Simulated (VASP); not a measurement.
Set up this calculation in VASP 6.6.1, as the native input.

| Quantity | Value |
| --- | --- |
| Task | single point |
| Functional | PBEsol |
| Potentials or basis | VASP PAW PBE potentials, release 64 (Ag, O) |
| Cutoff | 520 eV |
| k mesh | 16 × 16 × 16 |
| Occupations | gaussian, width 0.1 eV |
| Spin | no spin polarisation |
| Dipole correction | no |
| Further INCAR settings | ALGO = Normal; EDIFF = 1e-06; NBANDS = 16 |

The structure of AgO lies in POSCAR:

```
AgO
1.0
    0.0000000000      2.3679807998      2.3679807998
    2.3679807998      0.0000000000      2.3679807998
    2.3679807998      2.3679807998      0.0000000000
Ag O
1 1
Direct
    0.0000000000      0.0000000000      0.0000000000
    0.7500000000      0.7500000000      0.7500000000
```

The input as run:

INCAR

```
PREC = Accurate
ENCUT = 520
EDIFF = 1E-6
ISMEAR = 0
SIGMA = 0.1
LREAL = F
LASPH = T
NELM = 100
ALGO = Normal
ISIF = 2
LWAVE = F
LCHARG = F
GGA = PS
NBANDS = 16
```

KPOINTS

```
regular mesh
0
Gamma
  16 16 16
```

Potentials or basis: VASP PAW PBE potentials, release 64 (Ag, O).

Command:

```console
$ cat potpaw_PBE.64/Ag/POTCAR potpaw_PBE.64/O/POTCAR > POTCAR
$ mpirun -np 1 vasp_std > vasp.out
```

Results of the run:

```
Pressure : 19.7 GPa
```

Caveat: the PAW data sets were made with another functional, which shifts forces and pressure a little; an odd number of electrons without spin polarisation forces a metal; a magnetic or distorted state may lie lower.

Wall time 55 s on 1 thread of Intel(R) Xeon(R) Platinum 8124M CPU @ 3.00GHz (Skylake/Cascade Lake) (shared host), peak memory 0.2 GiB.
